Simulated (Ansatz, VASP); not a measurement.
# Hf in VASP and in Ansatz

```
Hf
1.0
    -1.81695    1.81695    1.81695
     1.81695   -1.81695    1.81695
     1.81695    1.81695   -1.81695
Hf
1
Cartesian
  0.0000 0.0000 0.0000
```

Change from the starting cell: volume scaled by 1.02.

Alike in both runs: task single point; functional PBE; k mesh 14 × 14 × 14; occupations fermi-dirac, width 0.05 eV; no spin polarisation.

```csv
,VASP,Ansatz
version,VASP 6.6.1,Ansatz 0.2.0
potentials or method,"VASP PAW PBE potentials, release 64 (Hf_pv), cutoff 520 eV","all-electron LAPW, scalar-relativistic"
```

Ansatz gave:

| Quantity | Value |
| --- | --- |
| pressure (GPa) | -6.5 |

Task: Estimate VASP's values.

Result: Pressure (GPa): -6.9.

Ansatz ran all-electron here, and VASP with PAW potentials.

Neither program's run includes spin-orbit coupling.
